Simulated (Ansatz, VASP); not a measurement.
## Two plane-wave programs on SiC

```xyz
12
Lattice="3.0766 0.0000 0.0000 -1.5383 2.6644 0.0000 0.0000 0.0000 15.0981" Properties=species:S:1:pos:R:3 pbc="T T T"
Si    0.0000    1.7763   12.5765
Si    1.5383    0.8881    5.0275
Si    1.5383    0.8881   10.0629
Si    0.0000    1.7763    2.5138
Si    0.0000    0.0000    7.5450
Si    0.0000    0.0000   15.0940
C     0.0000    0.0000   13.2013
C     0.0000    0.0000    5.6522
C     0.0000    1.7763   10.6894
C     1.5383    0.8881    3.1404
C     1.5383    0.8881    8.1759
C     0.0000    1.7763    0.6269
```

Alike in both runs: task relaxation of cell and atoms; functional PBE; k mesh 12 × 12 × 2; occupations gaussian, width 0.02 eV; no spin polarisation.

```csv
,VASP,Ansatz
version,VASP 6.6.1,Ansatz 0.2.0
potentials or method,"VASP PAW PBE potentials, release 64 (Si, C), cutoff 600 eV","scalar-relativistic, plane waves, PAW"
valence electrons in the cell,48,48
```

|  | VASP | Ansatz | Ansatz less VASP |
| --- | --- | --- | --- |
| gap on the k mesh at the Fermi level, each at its own relaxed structure (eV) | 2.03 | 2.03 | +0.001 |
| relaxed volume (Å³/atom) | 10.49 | 10.50 | +0.008 |
| relaxed length of the cell vector where the two differ most in proportion (Å) | 15.182 | 15.187 | +0.0041 |
